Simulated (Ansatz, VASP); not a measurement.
## Two plane-wave programs on MgS

The input INCAR:

```
PREC = Accurate
ENCUT = 600
EDIFF = 1E-7
ISMEAR = 0
SIGMA = 0.01
LREAL = False
LASPH = True
NELM = 120
ALGO = Normal
ISIF = 3
LWAVE = False
LCHARG = False
GGA = PE
IBRION = 2
NSW = 80
EDIFFG = -0.001
GGA_COMPAT = False
NELMIN = 4
```

Contents of KPOINTS:

```
regular mesh
0
Gamma
  8 8 8
```

File POSCAR:

```
MgS
1.0
    0.0000000000      2.6148576572      2.6148576572
    2.6148576572      0.0000000000      2.6148576572
    2.6148576572      2.6148576572      0.0000000000
Mg S
1 1
Direct
    0.0000000000      0.0000000000      0.0000000000
    0.5000000000      0.5000000000      0.5000000000
```

Input for Ansatz:

```yaml
crystal:
  lattice:
    - [0.0, 2.6148576583, 2.6148576583]
    - [2.6148576583, 0.0, 2.6148576583]
    - [2.6148576583, 2.6148576583, 0.0]
  atoms:
    - { symbol: Mg, position: [0.0, 0.0, 0.0] }
    - { symbol: S, position: [0.5, 0.5, 0.5] }
basis:
  ecutwfc: 420
kpoints:
  mp_grid: { grid: [8, 8, 8] }
hamiltonian:
  xc: pbe
scf:
  occupations: { method: fixed }
output:
  forces: true
  stress: true
  eigenvalues: true
relax:
  adjacent_minimum: "off"
  f_tol: 0.001
  max_steps: 60
  cell: { stress_tol: 0.01 }
```

Alike in both runs: task relaxation of cell and atoms; functional PBE; k mesh 8 × 8 × 8; no spin polarisation.

```csv
,VASP,Ansatz
version,VASP 6.6.1,Ansatz 0.2.0
potentials or method,"VASP PAW PBE potentials, release 64 (Mg, S), cutoff 600 eV","scalar-relativistic, plane waves, PAW"
occupations,"gaussian, width 0.01 eV",fixed
valence electrons in the cell,8,16
```

Ansatz gave:

| Item | Value |
| --- | --- |
| gap on the k mesh at the Fermi level, each at its own relaxed structure (eV) | 2.76 |
| relaxed volume (Å³/atom) | 17.88 |
| relaxed cell length with the largest relative difference (Å) | 3.698 |

Problem. Estimate VASP's values.

Solution. gap on the k mesh at the Fermi level, each at its own relaxed structure (eV): 2.75; relaxed volume (Å³/atom): 17.81; relaxed cell length with the largest relative difference (Å): 3.694.

VASP's potentials hold 8 valence electrons a cell and Ansatz's 16, so a difference there can come from the potentials and not from the codes.
